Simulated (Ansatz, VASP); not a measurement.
# NaI: VASP beside Ansatz

The input POSCAR:

```
NaI
1.0
    0.0000000000      3.2759942800      3.2759942800
    3.2759942800      0.0000000000      3.2759942800
    3.2759942800      3.2759942800      0.0000000000
Na I
1 1
Direct
    0.0000000000      0.0000000000      0.0000000000
    0.5000000000      0.5000000000      0.5000000000
```

The input INCAR.step1:

```
ALGO = Normal
EDIFF = 1E-4
ENCUT = 520
GGA = PE
ISMEAR = -1
LASPH = T
LCHARG = F
LREAL = F
LWAVE = T
NELM = 60
PREC = Accurate
SIGMA = 0.02
```

Contents of INCAR.step2:

```
ALGO = Normal
EDIFF = 1E-6
EDIFFG = -0.01
ENCUT = 520
IBRION = 2
ISIF = 2
ISMEAR = -1
ISTART = 1
LASPH = T
LCHARG = F
LMIXTAU = T
LREAL = F
LWAVE = F
METAGGA = R2SCAN
NELM = 60
NSW = 50
PREC = Accurate
SIGMA = 0.02
```

File KPOINTS:

```
k-points
0
Gamma
  8 8 8
```

Input for Ansatz:

```yaml
crystal:
  lattice:
    - [0.0, 3.27599428, 3.27599428]
    - [3.27599428, 0.0, 3.27599428]
    - [3.27599428, 3.27599428, 0.0]
  atoms:
    - { symbol: Na, position: [0.0, 0.0, 0.0] }
    - { symbol: I, position: [0.5, 0.5, 0.5] }
  symmetry: { tolerance: 0.0003 }
hamiltonian:
  xc: r2scan
  pseudopotentials: { kind: paw, azcp: { folder: soft_1 } }
basis:
  ecutwfc: 500
magnetization:
  spin_polarized: false
scf:
  occupations: { method: fermi_dirac, width: 0.02 }
kpoints:
  mp_grid: { grid: [8, 8, 8], shift: [0, 0, 0] }
  band_path:
    path:
      - [0.0, 0.0, 0.0]
      - [0.5, 0.0, 0.5]
      - [0.625, 0.25, 0.625]
      - [0.375, 0.375, 0.75]
      - [0.0, 0.0, 0.0]
      - [0.5, 0.5, 0.5]
      - [0.5, 0.25, 0.75]
      - [0.5, 0.0, 0.5]
    npoints: 10
output:
  forces: true
  stress: true
  eigenvalues: true
  write_potential: true
  elf: true
  volumetric_format: npy
  dos: { e_range: [-12, 8], de: 0.05 }
relax:
  max_steps: 30
```

Alike in both runs: task relaxation of the atoms; functional r2SCAN; k mesh 8 × 8 × 8; occupations fermi-dirac, width 0.02 eV; no spin polarisation.

|  | VASP | Ansatz |
| --- | --- | --- |
| version | VASP 6.6.1 | Ansatz 0.2.0 |
| potentials or method | VASP PAW PBE potentials, release 64 (Na_pv, I), cutoff 520 eV | PAW plane waves |
| valence electrons in the cell | 14 | 26 |

VASP gave:

```
gap on the k mesh at the Fermi level, each at its own relaxed structure (eV) : 4.33
```

Task: Which values does Ansatz return?

Result: gap on the k mesh at the Fermi level, each at its own relaxed structure (eV): 4.32.

VASP's potentials were made for PBE, not for r2SCAN. VASP's potentials hold 14 valence electrons a cell and Ansatz's 26, so a difference there can come from the potentials and not from the codes. Ansatz's warnings: stress scf threshold loose.

Neither program's run includes spin-orbit coupling. Noted on VASP's run: the relaxation stopped at its first step, so nothing moved.
